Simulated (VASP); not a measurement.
Si2Ni: single point with PBEsol

Si2Ni:

```
Si Ni
1.0
     0.00000    2.84577    2.41890
     2.84577    0.00000    2.41890
     2.84577    2.84577    0.00000
Si Ni
2 1
Direct
  0.25000 0.25000 0.25000
  0.75000 0.75000 0.75000
  0.00000 0.00000 0.00000
```

This cell differs from its parent crystal: ratio of the length along z to the lengths across it x 0.85, volume and fractional coordinates fixed.

```json
{
  "Program": "VASP 6.6.1",
  "Task": "single point",
  "Functional": "PBEsol",
  "Potentials or basis": "VASP PAW PBE potentials, release 64 (Si, Ni)",
  "Cutoff": "520 eV",
  "k mesh": "18 × 18 × 18",
  "Occupations": "gaussian, width 0.15 eV",
  "Spin": "no spin polarisation"
}
```

| Quantity | Value |
| --- | --- |
| Pressure | 0.6 GPa |
| Band gap on the k mesh | zero (band 9 reaches 12.01 eV, above the bottom of band 10 at 9.36 eV) |

Stress tensor (GPa, compression positive):
```
-4.64  0.00  0.00
 0.00 -4.64  0.00
 0.00  0.00 10.98
```

Levels at points of the mesh, in eV from the Fermi level:
```tsv
k point	band 6	band 7	band 8	band 9	band 10	band 11	band 12	band 13
(0.00, 0.00, 0.00)	-3.12	0.19	0.57	1.74	1.74	2.66	2.66	3.40
(0.50, 0.00, 0.00)	-3.07	-3.05	-1.87	-1.15	1.22	1.70	2.71	3.98
(0.50, 0.50, 0.00)	-3.34	-3.34	-2.97	-2.95	-0.90	0.86	8.25	8.25
(0.50, 0.00, 0.50)	-3.49	-3.22	-3.04	-2.80	0.20	1.94	6.32	7.13
```

Run time: 3 min on 1 thread of AMD EPYC 9R45 96-Core Processor (Zen 5), with other jobs on the host, peak memory 0.37 GiB.

Caveat: the PAW data sets were made with another functional, which shifts forces and pressure a little. Spin polarisation is off, so any magnetic state and its effect on volume and gap are missing.
